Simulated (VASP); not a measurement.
Set up this calculation in VASP 6.6.1, as the native input.

```yaml
Task: single point
Functional: PBE
Potentials_or_basis: VASP PAW PBE potentials, release 64 (Si, C)
Cutoff: 520 eV
k_mesh: 12 × 12 × 6
Occupations: gaussian, width 0.05 eV
Spin: no spin polarisation
Dipole_correction: no
Further_INCAR_settings: ALGO = Normal; EDIFF = 1e-06; NBANDS = 16
```

The structure of SiC lies in POSCAR:

```
SiC
1.0
    3.1791678455      0.0000000000      0.0000000000
   -1.5895839227      2.7532401171      0.0000000000
    0.0000000000      0.0000000000      4.7995896963
Si C
2 2
Direct
    0.3333333333      0.6666666667      0.0045639005
    0.6666666667      0.3333333333      0.5045639005
    0.3333333333      0.6666666667      0.4102553796
    0.6666666667      0.3333333333      0.9102553796
```

This cell differs from its parent crystal: atoms shifted along a free coordinate, c/a of the conventional cell at fixed volume 1.5097.

One way to write it, as run:

INCAR

```
SYSTEM = SiC
PREC = Accurate
ENCUT = 520
EDIFF = 1E-6
ISMEAR = 0
SIGMA = 0.05
LREAL = .FALSE.
LASPH = .TRUE.
NELM = 80
ALGO = Normal
ISIF = 2
LWAVE = .FALSE.
LCHARG = .FALSE.
GGA = PE
NBANDS = 16
```

KPOINTS

```
regular mesh
0
G
  12 12 6
  0 0 0
```

Potentials or basis: VASP PAW PBE potentials, release 64 (Si, C).

Run with:

```bash
$ cat potpaw_PBE.64/Si/POTCAR potpaw_PBE.64/C/POTCAR > POTCAR
$ mpirun -np 1 vasp_std > vasp.out
```

It gave:

The pressure is -1.4 GPa, the largest force is 1.350 eV/Å and the band gap on the k mesh is 1.03 eV (least direct gap 2.29 eV).

Caveat: forces of over 1 eV/Å act on the atoms, so gaps and moduli don't describe the material at rest.

Wall time 59 s on 1 thread of Intel Xeon 8259CL (shared host), peak memory 0.17 GiB.
